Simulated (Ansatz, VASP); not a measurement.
BaTiO3: VASP beside Ansatz

```
Ba Ti O
1.0
     3.99980    0.08000    0.00000
     0.08000    3.99980    0.00000
     0.00000    0.00000    4.01800
Ba Ti O
1 1 3
Direct
  0.00000 0.00000 0.00000
  0.50000 0.50000 0.49000
  0.00000 0.50000 0.51700
  0.50000 0.00000 0.51700
  0.50000 0.50000 0.01900
```

Alike in both runs: task single point; functional PBE; k mesh 5 × 5 × 5; occupations fermi-dirac, width 0.05 eV; no spin polarisation.

|  | VASP | Ansatz |
| --- | --- | --- |
| version | VASP 6.6.1 | Ansatz 0.2.0 |
| potentials or method | VASP PAW PBE potentials, release 64 (Ba_sv, Ti_sv, O) | Ansatz PAW |
| plane-wave cutoff (eV) | 520 | 420 |
| valence electrons in the cell | 40 | 40 |

Ansatz gave:

```
gap on the k mesh at the Fermi level (eV)                     : 1.93
least direct gap on the mesh (eV)                             : 1.93
pressure (GPa)                                                : 2.6
traceless stress, the component that is largest in VASP (GPa) : -4.89
rms of the force components (eV/Å)                            : 0.099
```

Question: Estimate VASP's values.

Answer: gap on the k mesh at the Fermi level (eV): 1.89; least direct gap on the mesh (eV): 1.90; pressure (GPa): 4.4; traceless stress, the component that is largest in VASP (GPa): -5.04; rms of the force components (eV/Å): 0.092.

Atom by atom the forces differ by 0.016 eV/Å (rms over components). The functional is the same, so the differences come from potentials, cutoffs and numerics.

Neither program's run includes spin-orbit coupling. Noted on Ansatz's run: odd divisions of the mesh miss points on the zone boundary, where band edges often lie, so the gap on the mesh can be too wide.
